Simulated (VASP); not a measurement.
# Ta2C (P-3m1) in VASP: a series of runs, part 3 of 3

VASP 6.6.1.

## Step 6: Single point, r2SCAN (uniaxial strain along c: +2.0 %)

POSCAR reads:

```
Ta2C
1.0
    3.0946136340      0.0000000000      0.0000000000
   -1.5473068170      2.6800140220      0.0000000000
    0.0000000000      0.0000000000      5.0411449255
Ta C
2 1
Direct
    0.3333333340      0.6666666660      0.2530369260
    0.6666666660      0.3333333340      0.7469630740
    0.0000000000      0.0000000000      0.0000000000
```

INCAR.step1 reads:

```
  PREC = Accurate
  ENCUT = 520
  ISMEAR = 0
  SIGMA = 0.1
  LREAL = False
  LASPH = True
  NELM = 100
  NBANDS = 20
  GGA = PE
  ALGO = Normal
  EDIFF = 1E-4
  LWAVE = True
  LCHARG = False
```

INCAR.step2 reads:

```
  PREC = Accurate
  ENCUT = 520
  EDIFF = 1E-7
  ISMEAR = 0
  SIGMA = 0.1
  LREAL = False
  LASPH = True
  NELM = 100
  ALGO = Normal
  ISIF = 2
  LWAVE = False
  LCHARG = True
  METAGGA = R2SCAN
  LMIXTAU = True
  LELF = True
  LVHAR = True
  NBANDS = 20
  ISTART = 1
```

KPOINTS reads:

```
regular mesh
0
Gamma
  18 18 10
```

Potentials or basis: VASP PAW PBE potentials, release 64 (Ta_pv, C).

On the command line:

```console
cat potpaw_PBE.64/Ta_pv/POTCAR potpaw_PBE.64/C/POTCAR > POTCAR
cp INCAR.step1 INCAR
mpirun -np 1 vasp_std > vasp.out
cp INCAR.step2 INCAR
mpirun -np 1 vasp_std > vasp.out
```

OUTCAR:

```text
PREC = Accurate
   ENCUT = 520
   EDIFF = 1E-7
   ISMEAR = 0
   LREAL = False
   LASPH = True
   NELM = 100
   ISIF = 2
   METAGGA = R2SCAN
   ISTART = 1

 ion  position               nearest neighbor table
   1  0.333  0.667  0.253-   3 2.20   3 2.20   3 2.20   2 3.06   2 3.06   2 3.06   2 3.11   2 3.11
                             2 3.11
   2  0.667  0.333  0.747-   3 2.20   3 2.20   3 2.20   1 3.06   1 3.06   1 3.06   1 3.11   1 3.11
                             1 3.11
   3  0.000  0.000  0.000-   2 2.20   1 2.20   2 2.20   1 2.20   1 2.20   2 2.20

  LATTYP: Found a hexagonal cell.
 ALAT       =     3.0946136340
 C/A-ratio  =     1.6290062417

  Lattice vectors:

 A1 = (   3.0946136340,   0.0000000000,   0.0000000000)
 A2 = (  -1.5473068170,   2.6800140220,   0.0000000000)
 A3 = (   0.0000000000,   0.0000000000,   5.0411449255)

Analysis of symmetry for initial positions (statically):
=====================================================================
 Subroutine PRICEL returns:
 Original cell was already a primitive cell.

 Routine SETGRP: Setting up the symmetry group for a
 hexagonal supercell.

 Subroutine GETGRP returns: Found 12 space group operations
 (whereof 12 operations were pure point group operations)
 out of a pool of 24 trial point group operations.

The static configuration has the point symmetry D_3d.

Analysis of symmetry for dynamics (positions and initial velocities):
=====================================================================
 Subroutine PRICEL returns:
 Original cell was already a primitive cell.

 Routine SETGRP: Setting up the symmetry group for a
 hexagonal supercell.

 Subroutine GETGRP returns: Found 12 space group operations
 (whereof 12 operations were pure point group operations)
 out of a pool of 24 trial point group operations.
[... 116 lines left out ...]
   EMIN   =  10.00;   EMAX   =-10.00  energy-range for DOS
   EFERMI =   0.00;   METHOD = LEGACY
   ISMEAR =     0;   SIGMA  =   0.10  broadening in eV -4-tet -1-fermi 0-gaus
   EFERMI_NEDOS =   21; number of points for ismear=-14 and -15
   IALGO  =     38    algorithm
   IMIX   =      4    mixing-type and parameters
     AMIX     =   0.40;   BMIX     =  1.00
     AMIX_MAG =   1.60;   BMIX_MAG =  1.00
  volume/ion in A,a.u.               =      13.94        94.05
  Fermi-wavevector in a.u.,A,eV,Ry     =   1.397360  2.640628 26.566949  1.952616
  Thomas-Fermi vector in A             =   2.520624
   LORBIT       =      0    0 simple, 1 ext, 2 COOP (PROOUT), +10 PAW based schemes
   METAGGA = R2SCAN    functional components
   LHFCALC =     F    Hartree Fock is set to
   AEXX    =    0.0000 exact exchange contribution
   IVDW    =     0    specifies the selected vdW correction
   LEPSILON=     F    determine dielectric tensor
   LRPA    =     F    only Hartree local field effects (RPA)
 non-spin polarized calculation
 Gauss-broadening in eV      SIGMA  =   0.10
  energy-cutoff  :      520.00
  volume of cell :       41.81
 maximum number of plane-waves:      1142
   NGX = 11   NGY = 11   NGZ = 19

 number of electron      26.0000002 magnetization

 Free energy of the ion-electron system (eV)
  ---------------------------------------------------
  ext. energy  EPLUGINS =         0.00000000
  ---------------------------------------------------
  free energy    TOTEN  =      -109.14476599 eV

  energy without entropy =     -109.14119656  energy(sigma->0) =     -109.14298128

 E-fermi :   6.4911     XC(G=0): -13.7979

 val. band max:        6.4769063247   @ k =   0.3889   0.1667   0.5000
 cond. band min:       6.5059481930   @ k =   0.0556  -0.0000   0.4000
 fundamental gap:      0.0290418683
 Fermi energy:         6.4910576028

 k-point     1 :       0.0000    0.0000    0.0000
  band No.  band energies     occupation
      1     -29.7401      2.00000
      2     -29.0480      2.00000
      3     -29.0480      2.00000
      4     -28.9516      2.00000
      5     -28.9516      2.00000
      6     -28.9070      2.00000
[... 541 lines left out ...]
     19      12.3397      0.00000
     20      12.5822      0.00000

 [... further k-points ...]

------------------------ aborting loop because EDIFF is reached ----------------------------------------

  FORCE on cell =-STRESS in cart. coord.  units (eV):
  Direction    XX          YY          ZZ          XY          YZ          ZX
  --------------------------------------------------------------------------------------
  -------------------------------------------------------------------------------------
  Total        0.3230712      0.3230712     -2.1138573      0.0000000     -0.0000000      0.0000000
  in kB       12.3804402     12.3804402    -81.0053243      0.0000000     -0.0000000      0.0000000
  external PRESSURE =     -18.7481480 kB  Pullay stress =       0.0000000 kB

 VOLUME and BASIS-vectors are now :
 -----------------------------------------------------------------------------
  energy-cutoff  :      520.00
  volume of cell :       41.81
      direct lattice vectors                 reciprocal lattice vectors
     3.094613634  0.000000000  0.000000000     0.323142117  0.186566188  0.000000000
    -1.547306817  2.680014022  0.000000000     0.000000000  0.373132376  0.000000000
     0.000000000  0.000000000  5.041144926     0.000000000  0.000000000  0.198367636

 POSITION                                       TOTAL-FORCE (eV/Angst)
 -----------------------------------------------------------------------------------
      0.00000      1.78668      1.27560        -0.000000      0.000000     -0.033475
      1.54731      0.89334      3.76555         0.000000     -0.000000      0.033475
      0.00000      0.00000      0.00000         0.000000      0.000000      0.000000
 -----------------------------------------------------------------------------------
    total drift:                                0.000000     -0.000000     -0.000000

  FREE ENERGIE OF THE ION-ELECTRON SYSTEM (eV)
  ---------------------------------------------------
  free  energy   TOTEN  =      -109.1447659940 eV

  energy  without entropy=     -109.1411965612  energy(sigma->0) =     -109.14298128
```

Wall time 16 min (1 thread of Oxide Virtual Turin-like, shared host); peak memory 0.33 GiB.

What came out:

```
Free energy            : -109.1448 eV
Pressure               : -1.9 GPa
Largest force          : 0.033 eV/Å
Band gap on the k mesh : zero (bands 13 and 14 overlap by 0.71 eV)
```

Forces on the atoms (eV/Å):
```
Ta   0.000  0.000 -0.033
Ta   0.000  0.000  0.033
C    0.000  0.000  0.000
```

Levels at points of the mesh, in eV from the Fermi level:
```csv
k point,band 10,band 11,band 12,band 13,band 14,band 15,band 16,band 17
"(0.00, 0.00, 0.00)",-3.71,-3.66,-0.21,0.50,0.50,1.33,1.33,2.45
"(0.50, 0.00, 0.00)",-4.16,-3.86,-2.06,-0.47,3.03,3.73,4.55,5.32
"(0.00, 0.00, 0.50)",-3.94,-2.13,-1.93,-0.14,-0.14,2.93,2.93,3.50
"(0.50, 0.00, 0.50)",-3.76,-2.71,-1.48,-1.20,1.32,1.58,4.59,5.01
```

Caveat: the cell differs from its parent crystal (uniaxial strain along c: +2.0 %); the stress differs along the axes, from -8 to 1 GPa; the PAW data sets were made with another functional, which shifts forces and pressure a little; spin-orbit coupling is left out, which moves the levels of the heavy elements.

## Step 7: Overview

```tsv
task	cell	k mesh	cutoff (eV)	smearing	gap on the mesh (eV)	pressure (GPa)	largest force (eV/Å)
single point	a = 3.043, b = 3.043, c = 4.842 Å, angles 90.0, 90.0, 120.0°, 3 atoms, atomic positions A	18 × 18 × 8	520	gaussian 0.1 eV	none	21.1	0.05
single point	a = 3.074, b = 3.074, c = 4.888 Å, angles 90.0, 90.0, 120.0°, 3 atoms, atomic positions B	18 × 18 × 8	520	gaussian 0.1 eV	none	11.0	0.05
single point	a = 3.110, b = 3.110, c = 4.942 Å, angles 90.0, 90.0, 120.0°, 3 atoms, atomic positions C	18 × 18 × 10	520	gaussian 0.15 eV	none	0.9	0.04
relaxation of cell and atoms	relaxed to 2 GPa from a = 3.090, b = 3.090, c = 4.911 Å, angles 90.0, 90.0, 120.0°, 3 atoms, atomic positions C	18 × 18 × 8	600	gaussian 0.1 eV	none	2.0	-
single point	a = 3.095, b = 3.095, c = 5.041 Å, angles 90.0, 90.0, 120.0°, 3 atoms, atomic positions D	18 × 18 × 10	520	gaussian 0.1 eV	none	-1.9	0.03
```

Alike in all rows: level r2SCAN; potentials or basis VASP PAW PBE potentials, release 64 (Ta_pv, C); no spin polarisation.

Caveats: the PAW data sets were made with another functional, which shifts forces and pressure a little; spin-orbit coupling is left out, which moves the levels of the heavy elements; the cell stands under pressure (at least some runs); the cell is relaxed towards a set pressure, so the run minimises the enthalpy, not the energy (at least some runs); the stress differs along the axes, from -8 to 1 GPa (at least some runs).

Total energies depend on the potentials used, so only differences within one code and one set of settings carry meaning.

The gap in the log of VASP goes by the Fermi energy; the results here count the filled bands.